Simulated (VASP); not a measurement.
Input of a VASP 6.6.1 run:

INCAR

```
SYSTEM = P
ALGO = Normal ; EDIFF = 1E-7
ENCUT = 520 ; GGA = CA
ISIF = 2 ; ISMEAR = -1
LASPH = .True. ; LCHARG = .False.
LREAL = .False. ; LWAVE = .False.
NBANDS = 8 ; NELM = 80
PREC = Accurate ; SIGMA = 0.02
```

File KPOINTS:

```
k-points
0
Gamma
  20 20 20
  0 0 0
```

The input POSCAR:

```
P
1.0
    1.4939251618      1.4939251618      1.4939251618
   -1.4939251618      1.4939251618      1.4939251618
   -1.4939251618     -1.4939251618      1.4939251618
P
1
Direct
    0.0000000000      0.0000000000      0.0000000000
```

Potentials or basis: VASP PAW LDA potentials, release 64 (P).

Launch:

```sh
$ cat potpaw_LDA.64/P/POTCAR > POTCAR
$ mpirun -np 1 vasp_std > vasp.out
```

(1) Predict the pressure.

(2) Estimate the band gap on the k mesh.

Answers

(1) 2.2 GPa.

(2) zero (an odd number of electrons rules out a gap without spin polarisation).
